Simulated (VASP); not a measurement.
# BN (C2/m) in VASP: single point with PBE+D3(BJ)

Aim: the single point of BN with PBE+D3(BJ).

Program: VASP 6.6.1. These are calculated values, not measurements. Logs are shortened: lines on timing, memory, paths and dates and some standing lists are left out, and cuts for length are marked.

### Step 1. The cell of the first run

It takes space group C2/m (No. 12, monoclinic). Conventional cell: a = 4.341 Å, b = 2.506 Å, c = 13.411 Å, α = 90.00°, β = 99.31°, γ = 90.00°. B (site symmetry m) has 3 N at 1.45 Å within 1.9 Å. B (site symmetry m) has 3 N at 1.45 Å within 1.9 Å. Within 1.9 Å of N (site symmetry m) lie 3 B at 1.45 Å. Within 1.9 Å of N (site symmetry m) lie 3 B at 1.45 Å.

### Step 2. Single point, PBE+D3(BJ) (the part above a cut slid along it)

Contents of INCAR:

```
ALGO = Normal ; EDIFF = 1E-6
ENCUT = 520 ; GGA = PE
ISIF = 2 ; ISMEAR = 0
ISYM = 0 ; IVDW = 12
LASPH = True ; LCHARG = False
LREAL = False ; LWAVE = False
NBANDS = 26 ; NELM = 60
PREC = Accurate ; SIGMA = 0.05
```

Contents of KPOINTS:

```
k-points
0
Gamma
  10 10 2
```

Contents of POSCAR:

```
BN
1.0
   -2.5064381127      0.0000000000      0.0000000000
   -1.2532190563     -2.1706390786      0.0000000000
   -1.2532190563      0.0000000000     13.2336949040
B N
4 4
Direct
   -0.1041666667      0.3333333333      0.8750000000
    0.1458333333      0.3333333333      0.3750000000
    0.6041666667      0.6666666667      0.1250000000
    0.3541666667      0.6666666667      0.6250000000
    0.2708333333      0.3333333333      0.1250000000
    0.0208333333      0.3333333333      0.6250000000
    0.2291666667      0.6666666667      0.8750000000
    0.4791666667      0.6666666667      0.3750000000
```

Potentials or basis: VASP PAW PBE potentials, release 64 (B, N).

On the command line:

```console
> cat potpaw_PBE.64/B/POTCAR potpaw_PBE.64/N/POTCAR > POTCAR
> mpirun -np 1 vasp_std > vasp.out
```

OUTCAR:

```text
EDIFF = 1E-6
   ENCUT = 520
   GGA = PE
   ISIF = 2
   ISMEAR = 0
   ISYM = 0
   IVDW = 12
   LASPH = True
   LREAL = False
   NELM = 60
   PREC = Accurate
 IVDW          = 12

 ion  position               nearest neighbor table
   1  0.896  0.333  0.875-   7 1.45   7 1.45   7 1.45
   2  0.146  0.333  0.375-   8 1.45   8 1.45   8 1.45
   3  0.604  0.667  0.125-   5 1.45   5 1.45   5 1.45
   4  0.354  0.667  0.625-   6 1.45   6 1.45   6 1.45
   5  0.271  0.333  0.125-   3 1.45   3 1.45   3 1.45
   6  0.021  0.333  0.625-   4 1.45   4 1.45   4 1.45
   7  0.229  0.667  0.875-   1 1.45   1 1.45   1 1.45
   8  0.479  0.667  0.375-   2 1.45   2 1.45   2 1.45

IMPORTANT INFORMATION: All symmetrisations will be switched off!
NOSYMM: (Re-)initialisation of all symmetry stuff for point group C_1.

----------------------------------------------------------------------------------------

                                     Primitive cell

  volume of cell :      71.9989

  direct lattice vectors                    reciprocal lattice vectors
    -2.506438113  0.000000000  0.000000000    -0.398972548  0.230346908 -0.037782343
    -1.253219056 -2.170639079  0.000000000     0.000000000 -0.460693816  0.000000000
    -1.253219056  0.000000000 13.233694904     0.000000000  0.000000000  0.075564686

  length of vectors
     2.506438113  2.506438113 13.292901821     0.462240519  0.460693816  0.075564686

  position of ions in fractional coordinates (direct lattice)
     0.895833333  0.333333333  0.875000000
     0.145833333  0.333333333  0.375000000
     0.604166667  0.666666667  0.125000000
     0.354166667  0.666666667  0.625000000
     0.270833333  0.333333333  0.125000000
     0.020833333  0.333333333  0.625000000
     0.229166667  0.666666667  0.875000000
     0.479166667  0.666666667  0.375000000

  ion indices of the primitive-cell ions
   primitive index   ion index
                 1           1
                 2           2
                 3           3
                 4           4
                 5           5
                 6           6
                 7           7
                 8           8

----------------------------------------------------------------------------------------

 KPOINTS: k-points

Automatic generation of k-mesh.
 Grid dimensions read from file:
 generate k-points for:   10   10    2

 Generating k-lattice:

  Cartesian coordinates                     Fractional coordinates (reciprocal lattice)
    -0.039897255  0.023034691 -0.003778234     0.100000000  0.000000000  0.000000000
     0.000000000 -0.046069382  0.000000000     0.000000000  0.100000000  0.000000000
     0.000000000  0.000000000  0.037782343     0.000000000  0.000000000  0.500000000

  Length of vectors
     0.046224052  0.046069382  0.037782343

  Shift w.r.t. Gamma in fractional coordinates (k-lattice)
     0.000000000  0.000000000  0.000000000

 -----------------------------------------------------------------------------
|                                                                             |
|           W    W    AA    RRRRR   N    N  II  N    N   GGGG   !!!           |
|           W    W   A  A   R    R  NN   N  II  NN   N  G    G  !!!           |
|           W    W  A    A  R    R  N N  N  II  N N  N  G       !!!           |
|           W WW W  AAAAAA  RRRRR   N  N N  II  N  N N  G  GGG   !            |
|           WW  WW  A    A  R   R   N   NN  II  N   NN  G    G                |
|           W    W  A    A  R    R  N    N  II  N    N   GGGG   !!!           |
|                                                                             |
|     Your reciprocal lattice and k-lattice belong to different lattice       |
|     classes:                                                                |
|                                                                             |
|        The reciprocal lattice is body-centered orthorhombic,                |
|        whereas your k-lattice is base-centered monoclinic.                  |
|                                                                             |
|     Results are often still useful ...                                      |
|                                                                             |
 -----------------------------------------------------------------------------

 WARNING: IBZKPT: internal override: KBLOWUP is changed to .FALSE.
      ... skipping the blow-up phase ...

 Subroutine IBZKPT returns following result:
 ===========================================

 Found    104 irreducible k-points:

 Following reciprocal coordinates:
            Coordinates               Weight
  0.000000  0.000000  0.000000      1.000000
  0.100000  0.000000  0.000000      2.000000
  0.200000  0.000000  0.000000      2.000000
  0.300000  0.000000 -0.000000      2.000000
  0.400000  0.000000  0.000000      2.000000
  0.500000  0.000000  0.000000      1.000000
[... 16 lines left out ...]
 -0.400000  0.200000  0.000000      2.000000
 -0.300000  0.200000  0.000000      2.000000
 [... further k-points ...]
   k-points           NKPTS =    104   k-points in BZ     NKDIM =    104   number of bands    NBANDS=     26
   number of dos      NEDOS =    301   number of ions     NIONS =      8
   total plane-waves  NPLWV =  40000
   dimension x,y,z NGX =    20 NGY =   20 NGZ =  100
   dimension x,y,z NGXF=    40 NGYF=   40 NGZF=  200
   ions per type =               4   4
   NGX,Y,Z   is equivalent  to a cutoff of  13.27, 13.27, 12.51 a.u.
   NGXF,Y,Z  is equivalent  to a cutoff of  26.53, 26.53, 25.01 a.u.
 SYSTEM =  unknown system
   PREC   = accura    normal or accurate (medium, high low for compatibility)
   ISTART =      0    job   : 0-new  1-cont  2-samecut
   ICHARG =      2    charge: 1-file 2-atom 10-const
   ISPIN  =      1    spin polarized calculation?
   LNONCOLLINEAR =      F non collinear calculations
   LSORBIT =      F    spin-orbit coupling
   LASPH  =      T    aspherical Exc in radial PAW
   ENCUT  =  520.0 eV  38.22 Ry    6.18 a.u.   4.66  4.66 24.72*2*pi/ulx,y,z
   NELM   =     60;   NELMIN=  2; NELMDL= -5     # of ELM steps
   EDIFF  = 0.1E-05   stopping-criterion for ELM
   LREAL  =      F    real-space projection
   EDIFFG = 0.1E-04   stopping-criterion for IOM
   NSW    =      0    number of steps for IOM
   IBRION =     -1    ionic relax: 0-MD 1-quasi-New 2-CG
   NFREE  =      0    steps in history (QN), initial steepest desc. (CG)
   ISIF   =      2    stress and relaxation
   ISYM   =      0    0-nonsym 1-usesym 2-fastsym
   POTIM  = 0.5000    time-step for ionic-motion
   TEBEG  =    0.0;   TEEND  =   0.0 temperature during run
   PSTRESS=    0.0 pullay stress
   NELECT =      32.0000    total number of electrons
   NUPDOWN=      -1.0000    fix difference up-down
   EMIN   =  10.00;   EMAX   =-10.00  energy-range for DOS
   EFERMI =   0.00;   METHOD = LEGACY
   ISMEAR =     0;   SIGMA  =   0.05  broadening in eV -4-tet -1-fermi 0-gaus
   EFERMI_NEDOS =   21; number of points for ismear=-14 and -15
   IALGO  =     38    algorithm
   IMIX   =      4    mixing-type and parameters
     AMIX     =   0.40;   BMIX     =  1.00
     AMIX_MAG =   1.60;   BMIX_MAG =  1.00
  volume/ion in A,a.u.               =       9.00        60.73
  Fermi-wavevector in a.u.,A,eV,Ry     =   1.249347  2.360923 21.236882  1.560867
  Thomas-Fermi vector in A             =   2.383391
   LORBIT       =      0    0 simple, 1 ext, 2 COOP (PROOUT), +10 PAW based schemes
   GGA     = PE    functional components
   LHFCALC =     F    Hartree Fock is set to
   AEXX    =    0.0000 exact exchange contribution
   IVDW    =    12    specifies the selected vdW correction
   LEPSILON=     F    determine dielectric tensor
   LRPA    =     F    only Hartree local field effects (RPA)
 non-spin polarized calculation
 Gauss-broadening in eV      SIGMA  =   0.05
  energy-cutoff  :      520.00
  volume of cell :       72.00
 maximum number of plane-waves:      1965
   NGX =  9   NGY =  9   NGZ = 49

 number of electron      31.9999997 magnetization

 Free energy of the ion-electron system (eV)
  ---------------------------------------------------
  ext. energy  EPLUGINS =         0.00000000
  ---------------------------------------------------
  free energy    TOTEN  =       -70.28808588 eV

  energy without entropy =      -70.28808588  energy(sigma->0) =      -70.28808588

 E-fermi :   2.6678     XC(G=0): -10.0889

 val. band max:        2.3886216275   @ k =  -0.3000   0.3000   0.0000
 cond. band min:       6.3658171183   @ k =   0.5000   0.5000   0.5000
 fundamental gap:      3.9771954909
 Fermi energy:         2.6677514804

 k-point     1 :       0.0000    0.0000    0.0000
  band No.  band energies     occupation
      1     -15.4956      2.00000
      2     -15.3496      2.00000
      3     -15.3491      2.00000
      4     -15.1931      2.00000
      5      -3.9239      2.00000
      6      -2.9696      2.00000
[... 18 lines left out ...]
     25      13.9002      0.00000
     26      13.9259      0.00000

 k-point     2 :       0.1000    0.0000    0.0000
  band No.  band energies     occupation
      1     -15.3000      2.00000
      2     -15.1688      2.00000
      3     -15.1458      2.00000
      4     -15.0052      2.00000
      5      -3.6530      2.00000
      6      -2.7938      2.00000
[... 18 lines left out ...]
     25      14.6365      0.00000
     26      14.6965      0.00000

 k-point     3 :       0.2000    0.0000    0.0000
  band No.  band energies     occupation
      1     -14.7292      2.00000
      2     -14.6184      2.00000
      3     -14.5761      2.00000
      4     -14.4576      2.00000
      5      -2.8560      2.00000
      6      -2.1559      2.00000
[... 18 lines left out ...]
     25      13.6952      0.00000
     26      14.0741      0.00000

 k-point     4 :       0.3000    0.0000   -0.0000
  band No.  band energies     occupation
      1     -13.8474      2.00000
      2     -13.7609      2.00000
      3     -13.7080      2.00000
      4     -13.6164      2.00000
      5      -3.9328      2.00000
      6      -3.8902      2.00000
[... 18 lines left out ...]
     25      13.6592      0.00000
     26      14.1246      0.00000

 k-point     5 :       0.4000    0.0000    0.0000
  band No.  band energies     occupation
      1     -12.8507      2.00000
      2     -12.7911      2.00000
      3     -12.7467      2.00000
      4     -12.6854      2.00000
      5      -5.8209      2.00000
      6      -5.7640      2.00000
[... 18 lines left out ...]
     25      14.0735      0.00000
     26      14.8793      0.00000

 k-point     6 :       0.5000    0.0000    0.0000
  band No.  band energies     occupation
      1     -12.3141      2.00000
      2     -12.2708      2.00000
      3     -12.2568      2.00000
      4     -12.2168      2.00000
      5      -6.6498      2.00000
      6      -6.5815      2.00000
[... 427 lines left out ...]
 k-point    21 :       0.4000    0.2000    0.0000
  band No.  band energies     occupation
      1     -13.3550      2.00000
      2     -13.2881      2.00000
      3     -13.2222      2.00000
      4     -13.1517      2.00000
      5      -4.2296      2.00000
      6      -4.1839      2.00000
[... 18 lines left out ...]
     25      15.1484      0.00000
     26      15.3603      0.00000

 k-point    22 :       0.5000    0.2000    0.0000
  band No.  band energies     occupation
      1     -12.4438      2.00000
      2     -12.4005      2.00000
      3     -12.3483      2.00000
      4     -12.3047      2.00000
      5      -5.5477      2.00000
      6      -5.4963      2.00000
[... 18 lines left out ...]
     25      15.2332      0.00000
     26      15.2931      0.00000

 k-point    23 :      -0.4000    0.2000    0.0000
  band No.  band energies     occupation
      1     -11.9739      2.00000
      2     -11.9386      2.00000
      3     -11.9245      2.00000
      4     -11.8934      2.00000
      5      -6.1882      2.00000
      6      -6.1277      2.00000
[... 18 lines left out ...]
     25      14.8207      0.00000
     26      14.8961      0.00000

 k-point    24 :      -0.3000    0.2000    0.0000
  band No.  band energies     occupation
      1     -12.4466      2.00000
      2     -12.3877      2.00000
      3     -12.3617      2.00000
      4     -12.3020      2.00000
      5      -5.5453      2.00000
      6      -5.4986      2.00000
[... 18 lines left out ...]
     25      15.0250      0.00000
     26      15.5450      0.00000

 [... further k-points ...]

------------------------ aborting loop because EDIFF is reached ----------------------------------------

 Edisp (eV)   -1.13199

 E8    (eV) :    -0.3317

  FORCE on cell =-STRESS in cart. coord.  units (eV):
  Direction    XX          YY          ZZ          XY          YZ          ZX
  --------------------------------------------------------------------------------------
  -------------------------------------------------------------------------------------
  Total       0.01658     0.01854     0.09636     0.00000     0.10058    -0.00001
  in kB       0.36888     0.41252     2.14418     0.00003     2.23820    -0.00014
  external pressure =        0.98 kB  Pullay stress =        0.00 kB

 VOLUME and BASIS-vectors are now :
 -----------------------------------------------------------------------------
  energy-cutoff  :      520.00
  volume of cell :       72.00
      direct lattice vectors                 reciprocal lattice vectors
    -2.506438113  0.000000000  0.000000000    -0.398972548  0.230346908 -0.037782343
    -1.253219056 -2.170639079  0.000000000     0.000000000 -0.460693816  0.000000000
    -1.253219056  0.000000000 13.233694904     0.000000000  0.000000000  0.075564686

 POSITION                                       TOTAL-FORCE (eV/Angst)
 -----------------------------------------------------------------------------------
     -3.75966     -0.72355     11.57948         0.000000      0.016806     -0.032329
     -1.25322     -0.72355      4.96264        -0.000001      0.000048      0.000565
     -2.50644     -1.44709      1.65421         0.000001     -0.016807      0.032329
     -2.50644     -1.44709      8.27106        -0.000000     -0.000050     -0.000566
     -1.25322     -0.72355      1.65421         0.000001      0.046912      0.012714
     -1.25322     -0.72355      8.27106         0.000001      0.000002     -0.000286
     -2.50644     -1.44709     11.57948        -0.000002     -0.046912     -0.012714
     -2.50644     -1.44709      4.96264        -0.000000      0.000002      0.000287
 -----------------------------------------------------------------------------------
    total drift:                                0.000001      0.000005      0.000003

  FREE ENERGIE OF THE ION-ELECTRON SYSTEM (eV)
  ---------------------------------------------------
  free  energy   TOTEN  =       -71.4200737358 eV

  energy  without entropy=      -71.4200737358  energy(sigma->0) =      -71.42007374
```

It took 84 s on 1 thread of Intel Xeon 6975P-C (Granite Rapids), shared host; peak memory 0.28 GiB.

What came out:

- Free energy: -71.4201 eV
- Pressure: 0.1 GPa
- Largest force: 0.049 eV/Å
- Band gap on the k mesh: 3.98 eV (least direct gap 4.23 eV)
- Dispersion energy per atom: -0.141 eV

Forces on the atoms (eV/Å):
```
B    0.000  0.017 -0.032
B    0.000  0.000  0.001
B    0.000 -0.017  0.032
B    0.000  0.000 -0.001
N    0.000  0.047  0.013
N    0.000  0.000  0.000
N    0.000 -0.047 -0.013
N    0.000  0.000  0.000
```

Stress tensor (GPa, compression positive):
```
0.04 0.00 0.00
0.00 0.04 0.22
0.00 0.22 0.21
```

Levels at points of the mesh, in eV from the valence-band top:
| k point | band 12 | band 13 | band 14 | band 15 | band 16 | band 17 | band 18 | band 19 | band 20 | band 21 |
| --- | --- | --- | --- | --- | --- | --- | --- | --- | --- | --- |
| (0.00, 0.00, 0.00) | -1.42 | -1.41 | -1.40 | -1.40 | -1.40 | 5.18 | 7.54 | 7.57 | 10.22 | 11.43 |
| (0.50, 0.00, 0.00) | -4.18 | -1.50 | -1.07 | -0.99 | -0.52 | 3.98 | 4.64 | 4.78 | 5.59 | 9.52 |
| (0.00, 0.50, 0.00) | -4.18 | -1.55 | -1.01 | -1.01 | -0.51 | 4.18 | 4.60 | 4.66 | 5.51 | 9.29 |
| (0.50, 0.50, 0.00) | -4.18 | -1.41 | -1.31 | -0.70 | -0.66 | 4.05 | 4.32 | 5.26 | 5.35 | 9.50 |
| (0.00, 0.00, 0.50) | -1.42 | -1.41 | -1.41 | -1.40 | -1.39 | 5.87 | 5.89 | 9.31 | 9.36 | 11.43 |
| (0.50, 0.00, 0.50) | -4.18 | -1.41 | -1.31 | -0.70 | -0.66 | 4.05 | 4.32 | 5.26 | 5.35 | 9.50 |
| (0.00, 0.50, 0.50) | -4.17 | -1.40 | -1.39 | -0.65 | -0.64 | 4.25 | 4.28 | 5.16 | 5.24 | 9.39 |
| (0.50, 0.50, 0.50) | -4.18 | -1.50 | -1.07 | -0.99 | -0.52 | 3.98 | 4.64 | 4.78 | 5.59 | 9.52 |

Caveat: the cell differs from its parent crystal (the part above a cut slid along it). A k mesh can miss the band edges.
